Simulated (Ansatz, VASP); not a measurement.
## One calculation of Ti, two programs

Contents of POSCAR:

```
Ti
1.0
    0.0000000000      2.0909000000      2.0604500000
    2.0909000000      0.0000000000      2.0604500000
    2.0909000000      2.0909000000      0.0000000000
Ti
1
Direct
    0.0000000000      0.0000000000      0.0000000000
```

File INCAR.step1:

```
SYSTEM = Ti
  PREC = Accurate
  ENCUT = 520
  ISMEAR = 0
  SIGMA = 0.15
  LREAL = .FALSE.
  LASPH = .TRUE.
  NELM = 80
  NBANDS = 12
  GGA = PE
  ALGO = Normal
  EDIFF = 1E-4
  LWAVE = .TRUE.
  LCHARG = .FALSE.
```

The input INCAR.step2:

```
SYSTEM = Ti
  PREC = Accurate
  ENCUT = 520
  EDIFF = 1E-6
  ISMEAR = 0
  SIGMA = 0.15
  LREAL = .FALSE.
  LASPH = .TRUE.
  NELM = 80
  ALGO = Normal
  ISIF = 2
  LWAVE = .FALSE.
  LCHARG = .TRUE.
  METAGGA = R2SCAN
  LMIXTAU = .TRUE.
  LELF = .TRUE.
  LVHAR = .TRUE.
  NBANDS = 12
  ISTART = 1
```

Contents of KPOINTS:

```
Automatic mesh
0
G
  20 20 20
  0 0 0
```

Input for Ansatz:

```yaml
crystal:
  lattice:
    - [0.0, 2.0909, 2.06045]
    - [2.0909, 0.0, 2.06045]
    - [2.0909, 2.0909, 0.0]
  atoms:
    - { symbol: Ti, position: [0.0, 0.0, 0.0] }
basis:
  ecutwfc: 500
kpoints:
  mp_grid: { grid: [20, 20, 20] }
hamiltonian:
  xc: r2scan
scf:
  occupations: { method: gaussian, width: 0.15 }
output:
  forces: true
  stress: true
  eigenvalues: true
```

Change from the starting cell: strain +0.030 along x and y, +0.015 along z, atoms carried along.

Alike in both runs: task single point; functional r2SCAN; k mesh 20 × 20 × 20; occupations gaussian, width 0.15 eV; no spin polarisation.

|  | VASP | Ansatz |
| --- | --- | --- |
| version | VASP 6.6.1 | Ansatz 0.2.0 |
| potentials or method | VASP PAW PBE potentials, release 64 (Ti_sv), cutoff 520 eV | scalar-relativistic, plane waves, PAW |
| valence electrons in the cell | 12 | 12 |

|  | VASP | Ansatz | Ansatz less VASP |
| --- | --- | --- | --- |
| gap on the k mesh at the Fermi level (eV) | none | none | - |
| pressure (GPa) | -3.5 | -3.9 | -0.36 |
| traceless stress, the component that is largest in VASP (GPa) | 0.34 | 0.35 | +0.001 |

VASP's potentials were made for PBE, not for r2SCAN. A gap of «none» marks a metal or a gap that the smearing closes.
